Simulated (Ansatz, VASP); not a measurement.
WS in VASP and in Ansatz

```
W S
1.0
     2.93448    0.00000    0.00000
     0.00000    2.93448    0.00000
     0.00000    0.00000    2.93448
W S
1 1
Direct
  0.00000 0.00000 0.00000
  0.50000 0.50000 0.50000
```

Alike in both runs: task relaxation of cell and atoms; functional PBE; k mesh 6 × 6 × 6; occupations gaussian, width 0.1 eV; no spin polarisation.

|  | VASP | Ansatz |
| --- | --- | --- |
| version | VASP 6.6.1 | Ansatz 0.2.0 |
| potentials or method | VASP PAW PBE potentials, release 64 (W_sv, S), cutoff 600 eV | scalar-relativistic, plane waves, PAW |
| valence electrons in the cell | 20 | 20 |

Ansatz gave:

| Property | Result |
| --- | --- |
| gap on the k mesh at the Fermi level, each at its own relaxed structure (eV) | none |
| relaxed volume (Å³/atom) | 13.59 |
| relaxed cell length with the largest relative difference (Å) | 3.007 |

Question: What did VASP give for the same quantities?

Answer: gap on the k mesh at the Fermi level, each at its own relaxed structure (eV): none; relaxed volume (Å³/atom): 13.62; relaxed cell length with the largest relative difference (Å): 3.009.

A gap of «none» marks a metal or a gap that the smearing closes.

Neither program's run includes spin-orbit coupling.
